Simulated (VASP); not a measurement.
Wanted: the native input for a VASP 6.6.1 run.

```yaml
Task: single point
Functional: PBE
Potentials_or_basis: VASP PAW PBE potentials, release 64 (Fe)
Cutoff: 520 eV
k_mesh: 13 × 13 × 13
Occupations: gaussian, width 0.016 eV
Spin: collinear spin, ferromagnetic start
Starting_moments: "[3.0] μB"
Dipole_correction: no
Further_INCAR_settings: ALGO = Normal; EDIFF = 1e-07; NBANDS = 14
```

The structure of Fe lies in POSCAR:

```
Fe
1.0
   -1.4430000000      1.4430000000      1.4430000000
    1.4430000000     -1.4430000000      1.4430000000
    1.4430000000      1.4430000000     -1.4430000000
Fe
1
Direct
    0.0000000000      0.0000000000      0.0000000000
```

The input as run:

INCAR

```
  PREC = Accurate
  ENCUT = 520
  EDIFF = 1E-7
  ISMEAR = 0
  SIGMA = 0.016
  LREAL = F
  LASPH = T
  NELM = 150
  ALGO = Normal
  ISIF = 2
  LWAVE = F
  LCHARG = T
  ISPIN = 2
  MAGMOM = 3
  LORBIT = 11
  LMAXMIX = 4
  GGA = PE
  LELF = T
  LVHAR = T
  NBANDS = 14
```

KPOINTS

```
Automatic mesh
0
Gamma
  13 13 13
```

Potentials or basis: VASP PAW PBE potentials, release 64 (Fe).

Launch:

```sh
$ cat potpaw_PBE.64/Fe/POTCAR > POTCAR
$ mpirun -np 1 vasp_std > vasp.out
```

Results of the run:

```json
{"Pressure": "-9.2 GPa", "Net moment": "2.28 μB per cell", "Site moments": "Fe +2.29 μB", "Valence electrons inside the program's atomic spheres": "Fe 7.16"}
```

Wall time 60 s on 1 thread of Intel Xeon 6975P-C, on a shared host, peak memory 0.15 GiB.
